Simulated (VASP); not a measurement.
# Zn3Se2S in VASP: notebook, part 2 of 2

VASP 6.6.1. Earlier steps stand in the parts before.

## Step 4: Single point, PBE

This run uses another cell than the first one: it holds 12 atoms, not 6.

Contents of INCAR:

```
PREC = Accurate
ENCUT = 520
EDIFF = 1E-6
ISMEAR = 0
SIGMA = 0.1
LREAL = False
LASPH = True
NELM = 100
ALGO = Normal
ISIF = 2
LWAVE = False
LCHARG = False
GGA = PE
NBANDS = 66
```

Contents of KPOINTS:

```
regular mesh
0
Gamma
  4 2 4
```

Contents of POSCAR:

```
Zn3Se2S
1.0
    0.0000477977     -4.0018110249     -0.0003061578
    8.0008118813     -0.0001124473      0.0003772948
   -2.0005321495      2.0003935280      8.3999413988
Zn Se S
6 4 2
Direct
    0.8276799379      0.4137102926      0.6550146642
    0.8275684111      0.9137640204      0.6549215863
    0.4995640064      0.2499834953      0.0000054629
    0.5001696312      0.7500606135     -0.0000409214
    0.1725822710      0.0862645765      0.3450373279
    0.1724024997      0.5861786035      0.3449571456
    0.5863213887      0.0431453614      0.1725404060
    0.5861625351      0.5431392657      0.1724567574
    0.9134082052      0.2068592449      0.8275562978
    0.9139347852      0.7069069430      0.8275260019
    0.2501501754      0.3750200011      0.5000400550
    0.2500561531      0.8749675823      0.4999852163
```

Potentials or basis: VASP PAW PBE potentials, release 64 (Zn, Se, S).

Run with:

```sh
> cat potpaw_PBE.64/Zn/POTCAR potpaw_PBE.64/Se/POTCAR potpaw_PBE.64/S/POTCAR > POTCAR
> mpirun -np 1 vasp_std > vasp.out
```

OUTCAR:

```text
PREC = Accurate
   ENCUT = 520
   EDIFF = 1E-6
   ISMEAR = 0
   LREAL = False
   LASPH = True
   NELM = 100
   ISIF = 2
   GGA = PE

 ion  position               nearest neighbor table
   1  0.828  0.414  0.655-  11 2.39  11 2.39   9 2.47  10 2.47
   2  0.828  0.914  0.655-  12 2.39  12 2.39   9 2.47  10 2.47
   3  0.500  0.250  0.000-   7 2.47   8 2.47   9 2.47   9 2.47
   4  0.500  0.750  1.000-   7 2.47  10 2.47   8 2.47  10 2.47
   5  0.173  0.086  0.345-  12 2.39  11 2.39   7 2.47   7 2.47
[... 1606 lines left out ...]

 VOLUME and BASIS-vectors are now :
 -----------------------------------------------------------------------------
  energy-cutoff  :      520.00
  volume of cell :      268.95
      direct lattice vectors                 reciprocal lattice vectors
     0.000047798 -4.001811025 -0.000306158    -0.000006318 -0.249891415  0.059508573
     8.000811881 -0.000112447  0.000377295     0.124985912 -0.000000784  0.029766863
    -2.000532150  2.000393528  8.399941399    -0.000005614 -0.000009108  0.119049281

 POSITION                                       TOTAL-FORCE (eV/Angst)
 -----------------------------------------------------------------------------------
      1.99968     -2.00198      5.50199         0.000761      0.001728     -0.008218
      6.00070     -2.00177      5.50139        -0.002731      0.001624     -0.007171
      2.00008     -1.99918     -0.00001         0.000577     -0.001140     -0.000176
      4.00067     -0.00136      8.39973        -0.000837      0.000598     -0.000003
     -0.00006     -0.00044      2.89827         0.000950     -0.001136      0.007195
      3.99982      0.00006      2.89779         0.002387     -0.001650      0.007601
      0.00005     -2.00120      1.44917         0.000110      0.000298      0.000403
      4.00058     -2.00079      1.44865        -0.000400      0.000084      0.001456
     -0.00047     -1.99987      6.95122         0.000065     -0.001600     -0.000691
      4.00038     -2.00210      6.95116        -0.000011      0.000166     -0.001130
      2.00013     -0.00082      4.20037        -0.001176      0.000605      0.000500
      6.00023     -0.00061      4.20010         0.000306      0.000423      0.000233
 -----------------------------------------------------------------------------------
    total drift:                               -0.000048     -0.000025     -0.000076

  FREE ENERGIE OF THE ION-ELECTRON SYSTEM (eV)
  ---------------------------------------------------
  free  energy   TOTEN  =       -37.6213787065 eV

  energy  without entropy=      -37.6213787065  energy(sigma->0) =      -37.62137871
```

OSZICAR:

```text
N       E                     dE             d eps       ncg     rms          rms(c)
DAV:   1     0.916730829501E+03    0.91673E+03   -0.48162E+04  2640   0.189E+03
DAV:   2     0.102118929826E+03   -0.81461E+03   -0.78393E+03  2640   0.451E+02
DAV:   3    -0.317940395947E+02   -0.13391E+03   -0.13068E+03  2958   0.163E+02
DAV:   4    -0.395550828398E+02   -0.77610E+01   -0.77150E+01  3066   0.383E+01
DAV:   5    -0.396783718987E+02   -0.12329E+00   -0.12315E+00  3054   0.481E+00    0.128E+01
DAV:   6    -0.376038603760E+02    0.20745E+01   -0.46390E+00  3796   0.368E+01    0.991E+00
DAV:   7    -0.376501231358E+02   -0.46263E-01   -0.44090E+00  2970   0.697E+00    0.393E+00
DAV:   8    -0.376178602591E+02    0.32263E-01   -0.25958E-01  3332   0.437E+00    0.138E+00
DAV:   9    -0.376206308821E+02   -0.27706E-02   -0.58484E-02  3378   0.240E+00    0.414E-01
DAV:  10    -0.376207067326E+02   -0.75850E-04   -0.42932E-03  3162   0.662E-01    0.251E-01
DAV:  11    -0.376212191453E+02   -0.51241E-03   -0.19659E-03  3410   0.379E-01    0.809E-02
DAV:  12    -0.376213376202E+02   -0.11847E-03   -0.48535E-04  2934   0.291E-01    0.492E-02
DAV:  13    -0.376213593711E+02   -0.21751E-04   -0.12326E-04  3266   0.568E-02    0.238E-02
DAV:  14    -0.376213786165E+02   -0.19245E-04   -0.45195E-05  2780   0.400E-02    0.103E-02
DAV:  15    -0.376213787065E+02   -0.90082E-07   -0.23309E-06  2216   0.224E-02
   1 F= -.37621379E+02 E0= -.37621379E+02  d E =-.309920E-10
```

stdout:

```text
POSCAR found type information on POSCAR ZnSeS
 POSCAR found :  3 types and      12 ions
 scaLAPACK will be used
 LDA part: xc-table for (Slater+PW92), standard interpolation
 POSCAR, INCAR and KPOINTS ok, starting setup
 FFT: planning ... GRIDC
 FFT: planning ... GRID_SOFT
 FFT: planning ... GRID
 WAVECAR not read
 entering main loop
```

It took 11 min on 1 thread of AMD EPYC 9R45, shared host; peak memory 0.46 GiB.

What came out:

```
Free energy            : -37.6214 eV
Pressure               : 0.2 GPa
Largest force          : 0.008 eV/Å
Band gap on the k mesh : 1.36 eV
```

Forces on the atoms (eV/Å):
```
Zn   0.001  0.002 -0.008
Zn  -0.003  0.002 -0.007
Zn   0.001 -0.001  0.000
Zn  -0.001  0.001  0.000
Zn   0.001 -0.001  0.007
Zn   0.002 -0.002  0.008
Se   0.000  0.000  0.000
Se   0.000  0.000  0.001
Se   0.000 -0.002 -0.001
Se   0.000  0.000 -0.001
S   -0.001  0.001  0.001
S    0.000  0.000  0.000
```

## Step 5: Summary

| cell | k mesh | gap on the mesh (eV) | pressure (GPa) |
| --- | --- | --- | --- |
| a = 8.909 Å, angles 154.1, 154.1, 36.9°, 6 atoms | 6 × 6 × 6 | 1.36 | 0.2 |
| a = 3.986, b = 7.971, c = 8.909 Å, angles 102.9, 102.9, 90.0°, 12 atoms | 4 × 2 × 4 | 1.36 | 0.3 |
| a = 4.002, b = 8.001, c = 8.864 Å, angles 103.0, 103.0, 90.0°, 12 atoms | 4 × 2 × 4 | 1.36 | 0.2 |

Alike in all rows: task single point; level PBE; potentials or basis VASP PAW PBE potentials, release 64 (Zn, Se, S); no spin polarisation; cutoff (eV) 520; smearing gaussian 0.1 eV.

Total energies depend on the potentials used, so only differences within one code and one set of settings carry meaning.
